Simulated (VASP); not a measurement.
Wanted: the native input for a VASP 6.6.1 run.

```yaml
Task: single point
Functional: PBEsol
Potentials_or_basis: VASP PAW PBE potentials, release 64 (Ir)
Cutoff: 520 eV
k_mesh: 20 × 20 × 4
Occupations: gaussian, width 0.15 eV
Spin: no spin polarisation
Dipole_correction: no
Further_INCAR_settings: ALGO = Fast; EDIFF = 1e-07; NBANDS = 36
```

The structure of Ir lies in POSCAR:

```
Ir
1.0
    1.9197000000     -1.9197000000      0.0000000000
    1.9197000000      0.0000000000     -1.9197000000
    8.5448254038      8.5448254038      8.5448254038
Ir
6
Direct
    0.6666666667      0.6666666667      0.0748724508
    0.0000000000      0.0000000000      0.8237467341
    0.3333333333      0.3333333333      0.2246473075
    0.6666666667      0.6666666667      0.5241970208
    0.0000000000      0.0000000000      0.3744221642
    0.3333333333      0.3333333333      0.6739718775
```

The input as run:

INCAR

```
ALGO = Fast
EDIFF = 1E-7
ENCUT = 520
GGA = PS
ISIF = 2
ISMEAR = 0
LASPH = True
LCHARG = False
LREAL = False
LWAVE = False
NBANDS = 36
NELM = 100
PREC = Accurate
SIGMA = 0.15
```

KPOINTS

```
k-points
0
Gamma
  20 20 4
```

Potentials or basis: VASP PAW PBE potentials, release 64 (Ir).

Run with:

```bash
$ cat potpaw_PBE.64/Ir/POTCAR > POTCAR
$ mpirun -np 1 vasp_std > vasp.out
```

It gave:

* Pressure: -9.1 GPa
* Largest force: 0.446 eV/Å
* Band gap on the k mesh: zero (band 27 reaches 9.64 eV, above the bottom of band 28 at 7.26 eV)

Caveat: the PAW data sets were made with another functional, which shifts forces and pressure a little; spin-orbit coupling is left out, which moves the levels of the heavy elements.

Run time: 22 min on 1 thread of AMD EPYC 7R13 (shared host), peak memory 0.47 GiB.
